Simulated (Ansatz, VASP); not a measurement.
**CoSi: VASP beside Ansatz**

```xyz
4
Lattice="0.0000 2.8160 2.8160 2.8160 0.0000 2.8160 2.8160 2.8160 0.0000" Properties=species:S:1:pos:R:3 pbc="T T T"
Co    2.8160    2.8160    2.8160
Co    4.2240    4.2240    4.2240
Si    0.0000    0.0000    0.0000
Si    1.4080    1.4080    1.4080
```

Alike in both runs: task single point; functional r2SCAN; k mesh 6 × 6 × 6; occupations gaussian, width 0.1 eV; collinear spin.

|  | VASP | Ansatz |
| --- | --- | --- |
| version | VASP 6.6.1 | Ansatz 0.2.0 |
| potentials or method | VASP PAW PBE potentials, release 64 (Co, Si), cutoff 520 eV | scalar-relativistic, plane waves, PAW |
| valence electrons in the cell | 26 | 42 |

```tsv
	VASP	Ansatz	Ansatz less VASP
gap on the k mesh at the Fermi level (eV)	none	none	-
pressure (GPa)	-4.7	-2.1	+2.61
net moment per atom (μB)	0.06	0.37	+0.309
size of the moment on the site where the two differ most (μB)	0.14	0.85	+0.707
```

The net moments are unlike, so the other rows may belong to different states. VASP's potentials were made for PBE, not for r2SCAN. Site moments also hang on the region over which each program counts them. A gap of «none» marks a metal or a gap that the smearing closes. VASP's potentials hold 26 valence electrons a cell and Ansatz's 42, so a difference there can come from the potentials and not from the codes. Ansatz's warnings: stability check not made.
